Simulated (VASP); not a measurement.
# As (R-3m) in VASP: further runs, part 2 of 2

VASP 6.6.1.

### Step 3. Single point, PBE+D3(BJ)

File INCAR:

```
SYSTEM = As
ALGO = Normal ; EDIFF = 1E-6
ENCUT = 520 ; GGA = PE
ISIF = 2 ; ISMEAR = 0
IVDW = 12 ; LASPH = .TRUE.
LCHARG = .FALSE. ; LREAL = .FALSE.
LWAVE = .FALSE. ; NBANDS = 12
NELM = 60 ; PREC = Accurate
SIGMA = 0.1
```

File KPOINTS:

```
k-points
0
G
  15 15 15
  0 0 0
```

File POSCAR:

```
As
1.0
    1.8807968987      1.0858785957      3.5140619945
   -1.8807968987      1.0858785957      3.5140619945
    0.0000000000     -2.1717571915      3.5140619945
As
2
Direct
    0.7716592349      0.7716592349      0.7716592349
    0.2283407651      0.2283407651      0.2283407651
```

Potentials or basis: VASP PAW PBE potentials, release 64 (As).

On the command line:

```
$ cat potpaw_PBE.64/As/POTCAR > POTCAR
$ mpirun -np 1 vasp_std > vasp.out
```

Wall time 58 s (1 thread of Intel Xeon 6975P-C (Granite Rapids), shared host); peak memory 0.29 GiB.

The run converged. Its results:

```
Free energy                : -10.1644 eV
Pressure                   : -0.3 GPa
Largest force              : 0.047 eV/Å
Band gap on the k mesh     : zero (band 5 reaches 5.69 eV, above the bottom of band 6 at 5.30 eV)
Dispersion energy per atom : -0.420 eV
```

Forces in eV/Å, atoms in the order of the input:
```
As   0.000  0.000 -0.047
As   0.000  0.000  0.047
```

Stress tensor (GPa, compression positive):
```
 0.21  0.00  0.00
 0.00  0.21  0.00
 0.00  0.00 -1.44
```

Levels at points of the mesh, in eV from the Fermi level:
```
           k point  band 1  band 2  band 3  band 4  band 5  band 6  band 7  band 8  band 9  band 10
(0.00, 0.00, 0.00)  -15.06   -5.92   -2.68   -2.00   -2.00    1.78    2.89    2.89    6.72     6.72
```

Caveat: pairwise dispersion overbinds metals, which lowers pressure and volume.

### Step 4. Single point, PBE+D3(BJ) (volume scaled by 1.06, then relaxed in part)

File INCAR:

```
SYSTEM = As
  PREC = Accurate
  ENCUT = 520
  EDIFF = 1E-6
  ISMEAR = 0
  SIGMA = 0.1
  LREAL = .FALSE.
  LASPH = .TRUE.
  NELM = 80
  ALGO = Normal
  ISIF = 2
  LWAVE = .FALSE.
  LCHARG = .FALSE.
  GGA = PE
  IVDW = 12
  NBANDS = 12
```

File KPOINTS:

```
regular mesh
0
G
  15 15 15
  0 0 0
```

File POSCAR:

```
As
1.0
    1.9056851121      1.1002478125      3.5204403746
   -1.9056851121      1.1002478125      3.5204403746
    0.0000000000     -2.2004956249      3.5204403746
As
2
Direct
    0.7725031780      0.7725031780      0.7725031780
    0.2274968220      0.2274968220      0.2274968220
```

Potentials or basis: VASP PAW PBE potentials, release 64 (As).

On the command line:

```
$ cat potpaw_PBE.64/As/POTCAR > POTCAR
$ mpirun -np 1 vasp_std > vasp.out
```

OUTCAR:

```text
SYSTEM = As
   PREC = Accurate
   ENCUT = 520
   EDIFF = 1E-6
   ISMEAR = 0
   LREAL = .FALSE.
   LASPH = .TRUE.
   NELM = 80
   ISIF = 2
   GGA = PE
   IVDW = 12
 IVDW          = 12

 ion  position               nearest neighbor table
   1  0.773  0.773  0.773-   2 2.55   2 2.55   2 2.55
   2  0.227  0.227  0.227-   1 2.55   1 2.55   1 2.55

  LATTYP: Found a trigonal (rhomboedric) cell.
 ALAT       =     4.1515878199
 COS(alpha) =     0.5785909873

  Lattice vectors:

 A1 = (   1.9056851121,   1.1002478125,   3.5204403746)
 A2 = (  -1.9056851121,   1.1002478125,   3.5204403746)
 A3 = (   0.0000000000,  -2.2004956249,   3.5204403746)

Analysis of symmetry for initial positions (statically):
=====================================================================
 Subroutine PRICEL returns:
 Original cell was already a primitive cell.

 Routine SETGRP: Setting up the symmetry group for a
 trigonal (rhombohedral) supercell.

 Subroutine GETGRP returns: Found 12 space group operations
 (whereof 12 operations were pure point group operations)
 out of a pool of 12 trial point group operations.

The static configuration has the point symmetry D_3d.

Analysis of symmetry for dynamics (positions and initial velocities):
[... 176 lines left out ...]
      7       8.0415      0.00000
      8       8.0415      0.00000
      9      11.9331      0.00000
     10      11.9331      0.00000
     11      12.3228      0.00000
     12      13.8117      0.00000
[... 331 lines left out ...]
 k-point    24 :       0.2000    0.1333    0.0000
  band No.  band energies     occupation
      1      -9.1313      2.00000
      2      -2.0874      2.00000
      3       1.9691      2.00000
      4       2.5078      2.00000
      5       4.1987      2.00000
      6       6.3006      0.00000
      7       7.5448      0.00000
      8       8.5094      0.00000
      9      10.6798      0.00000
     10      12.2124      0.00000
     11      13.0676      0.00000
     12      14.5685      0.00000

 [... further k-points ...]

------------------------ aborting loop because EDIFF is reached ----------------------------------------

 Edisp (eV)   -0.81573

 E8    (eV) :    -0.3457

  FORCE on cell =-STRESS in cart. coord.  units (eV):
  Direction    XX          YY          ZZ          XY          YZ          ZX
  --------------------------------------------------------------------------------------
  -------------------------------------------------------------------------------------
  Total      -0.58787    -0.58787    -0.58438     0.00000    -0.00000     0.00000
  in kB     -21.26680   -21.26680   -21.14045     0.00000    -0.00000     0.00000
  external pressure =      -21.22 kB  Pullay stress =        0.00 kB

 VOLUME and BASIS-vectors are now :
 -----------------------------------------------------------------------------
  energy-cutoff  :      520.00
  volume of cell :       44.29
      direct lattice vectors                 reciprocal lattice vectors
     1.905685112  1.100247812  3.520440375     0.262372832  0.151481025  0.094685124
    -1.905685112  1.100247812  3.520440375    -0.262372832  0.151481025  0.094685124
     0.000000000 -2.200495625  3.520440375     0.000000000 -0.302962051  0.094685124

 POSITION                                       TOTAL-FORCE (eV/Angst)
 -----------------------------------------------------------------------------------
      0.00000      0.00000      8.15865         0.000000     -0.000000     -0.050859
      0.00000      0.00000      2.40267         0.000000      0.000000      0.050859
 -----------------------------------------------------------------------------------
    total drift:                               -0.000000     -0.000000      0.000000

  FREE ENERGIE OF THE ION-ELECTRON SYSTEM (eV)
  ---------------------------------------------------
  free  energy   TOTEN  =       -10.1555142915 eV

  energy  without entropy=      -10.1548238915  energy(sigma->0) =      -10.15516909
```

OSZICAR:

```text
N       E                     dE             d eps       ncg     rms          rms(c)
DAV:   1     0.288578670265E+02    0.28858E+02   -0.41909E+03  8256   0.692E+02
DAV:   2    -0.768540015129E+01   -0.36543E+02   -0.34871E+02 10968   0.110E+02
DAV:   3    -0.934350429555E+01   -0.16581E+01   -0.16491E+01 10428   0.240E+01
DAV:   4    -0.935193524054E+01   -0.84309E-02   -0.84304E-02  9308   0.195E+00
DAV:   5    -0.935195718968E+01   -0.21949E-04   -0.21949E-04 10428   0.109E-01    0.317E+00
DAV:   6    -0.934380816426E+01    0.81490E-02   -0.48266E-03  9408   0.435E-01    0.190E+00
DAV:   7    -0.933961292850E+01    0.41952E-02   -0.11006E-02  9704   0.673E-01    0.897E-02
DAV:   8    -0.933973713653E+01   -0.12421E-03   -0.43055E-04  9956   0.123E-01    0.334E-02
DAV:   9    -0.933978752484E+01   -0.50388E-04   -0.65086E-05  9816   0.513E-02    0.122E-02
DAV:  10    -0.933978730875E+01    0.21608E-06   -0.47717E-06  9940   0.122E-02
   1 F= -.10155514E+02 E0= -.10155169E+02  d E =-.690400E-03
```

Run time: 56 s. Hardware: 1 thread of Intel Xeon 6975P-C (Granite Rapids), shared host; peak memory 0.3 GiB.

Results:

```
Free energy                : -10.1555 eV
Pressure                   : -2.1 GPa
Largest force              : 0.051 eV/Å
Band gap on the k mesh     : zero (band 5 reaches 5.27 eV, above the bottom of band 6 at 4.97 eV)
Dispersion energy per atom : -0.408 eV
```

Forces on the atoms (eV/Å):
```
As   0.000  0.000 -0.051
As   0.000  0.000  0.051
```

Caveat: pairwise dispersion overbinds metals, which lowers pressure and volume.

### Step 5. Single point, PBE+D3(BJ) (volume scaled by 1.10, then relaxed in part)

File INCAR:

```
  ALGO = Normal
  EDIFF = 1E-6
  ENCUT = 520
  GGA = PE
  ISIF = 2
  ISMEAR = 0
  IVDW = 12
  LASPH = T
  LCHARG = F
  LREAL = F
  LWAVE = F
  NBANDS = 12
  NELM = 80
  PREC = Accurate
  SIGMA = 0.1
```

File KPOINTS:

```
k-points
0
Gamma
  15 15 15
```

File POSCAR:

```
As
1.0
    1.9057165644      1.1002659715      3.6531665928
   -1.9057165644      1.1002659715      3.6531665928
    0.0000000000     -2.2005319429      3.6531665928
As
2
Direct
    0.7744609990      0.7744609990      0.7744609990
    0.2255390010      0.2255390010      0.2255390010
```

On the command line:

```
$ cat potpaw_PBE.64/As/POTCAR > POTCAR
$ mpirun -np 1 vasp_std > vasp.out
```

It took 60 s on 1 thread of Intel Xeon 6975P-C (Granite Rapids), shared host; peak memory 0.3 GiB.

Results (log left out):

```
Free energy                : -10.1262 eV
Pressure                   : -2.9 GPa
Largest force              : 0.045 eV/Å
Band gap on the k mesh     : zero (band 5 reaches 5.02 eV, above the bottom of band 6 at 4.57 eV)
Dispersion energy per atom : -0.392 eV
```

Forces on the atoms (eV/Å):
```
As   0.000  0.000 -0.045
As   0.000  0.000  0.045
```

Levels at points of the mesh, in eV from the Fermi level:
```tsv
k point	band 1	band 2	band 3	band 4	band 5	band 6	band 7	band 8	band 9	band 10
(0.00, 0.00, 0.00)	-14.65	-6.27	-2.53	-1.94	-1.94	1.43	2.66	2.66	6.94	6.94
```

Caveat: pairwise dispersion overbinds metals, which lowers pressure and volume.

### Step 6. Summary

```csv
cell,gap on the mesh (eV),pressure (GPa),largest force (eV/Å)
"a = 4.131 Å, angles 54.2°, 2 atoms",none,-0.3,0.05
"a = 4.152 Å, angles 54.6°, 2 atoms",none,-2.1,0.05
"a = 4.265 Å, angles 53.1°, 2 atoms",none,-2.9,0.04
```

Some of these runs hold the atoms at other places in the same cell, which the table doesn't show; runs alike in all that it shows share one row.

Alike in all rows: task single point; level PBE+D3(BJ); potentials or basis VASP PAW PBE potentials, release 64 (As); no spin polarisation; k mesh 15 × 15 × 15; cutoff (eV) 520; smearing gaussian 0.1 eV.

Caveats: pairwise dispersion overbinds metals, which lowers pressure and volume.

Absolute energies hang on the potentials; compare differences alone.
